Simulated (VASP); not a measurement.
Crystal: CaO (Lime).

```
Ca O
1.0
     0.00000    2.41506    2.41506
     2.41506    0.00000    2.41506
     2.41506    2.41506    0.00000
Ca O
1 1
Cartesian
  0.0000 0.0000 0.0000
  2.4151 2.4151 2.4151
```

| Property | Result |
| --- | --- |
| Program | VASP 6.6.1 |
| Task | relaxation of cell and atoms |
| Functional | LDA |
| Potentials or basis | VASP PAW LDA potentials, release 64 (Ca_sv, O) |
| Cutoff | 600 eV |
| k mesh | 8 × 8 × 8 |
| Occupations | fermi-dirac, width 0.02 eV |
| Spin | no spin polarisation |

At the start: pressure -7.8 GPa; volume 14.09 Å³/atom.

Task: How do energy, volume and symmetry change on relaxing?

Result: Over 3 steps the energy falls by 24.9 meV/atom and the volume is 13.12 Å³/atom (-6.8 %); space group Fm-3m (No. 225, to 0.05 Å).

The path:
| step | energy change (eV) | largest force (eV/Å) | pressure (GPa) | volume (Å³) |
| --- | --- | --- | --- | --- |
| 1 | 0.0000 | 0.0000 | -7.80 | 28.17 |
| 2 | -0.0401 | 0.0000 | 4.15 | 25.47 |
| 3 | -0.0499 | 0.0000 | -0.01 | 26.25 |

Final structure:
```
Ca O
1.0
     0.00000    2.35876    2.35876
     2.35876    0.00000    2.35876
     2.35876    2.35876    0.00000
Ca O
1 1
Direct
  0.00000 0.00000 0.00000
  0.50000 0.50000 0.50000
```
